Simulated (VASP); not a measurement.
Set up this calculation in VASP 6.6.1, as the native input.

- Task: single point
- Functional: PBEsol
- Potentials or basis: VASP PAW PBE potentials, release 64 (Nb_sv)
- Cutoff: 500 eV
- k mesh: 11 × 11 × 11
- Occupations: fermi-dirac, width 0.05 eV
- Spin: no spin polarisation
- Dipole correction: no
- Further INCAR settings: ALGO = Normal; EDIFF = 1e-06; NBANDS = 12

The structure of Nb lies in POSCAR:

```
Nb
1.0
   -1.6105620301      1.6105620301      1.6105620301
    1.6105620301     -1.6105620301      1.6105620301
    1.6105620301      1.6105620301     -1.6105620301
Nb
1
Direct
    0.0000000000      0.0000000000      0.0000000000
```

These files were run (other wordings do the same):

INCAR

```
SYSTEM = Nb
ALGO = Normal ; EDIFF = 1E-6
ENCUT = 500 ; GGA = PS
GGA_COMPAT = .FALSE. ; ISIF = 2
ISMEAR = -1 ; LASPH = .TRUE.
LCHARG = .FALSE. ; LREAL = .FALSE.
LWAVE = .FALSE. ; NBANDS = 12
NELM = 120 ; PREC = Accurate
SIGMA = 0.05
```

KPOINTS

```
k-points
0
G
  11 11 11
  0 0 0
```

Potentials or basis: VASP PAW PBE potentials, release 64 (Nb_sv).

The run is started by

```sh
$ cat potpaw_PBE.64/Nb_sv/POTCAR > POTCAR
$ mpirun -np 1 vasp_std > vasp.out
```

Results of the run:

```yaml
Pressure: 9.6 GPa
Band_gap_on_the_k_mesh: zero (an odd number of electrons rules out a gap without spin polarisation)
```

Caveat: the cell stands under pressure; the PAW data sets were made with another functional, which shifts forces and pressure a little.

Wall time 22 s on 1 thread of Intel Xeon 8259CL (shared host), peak memory 0.1 GiB.
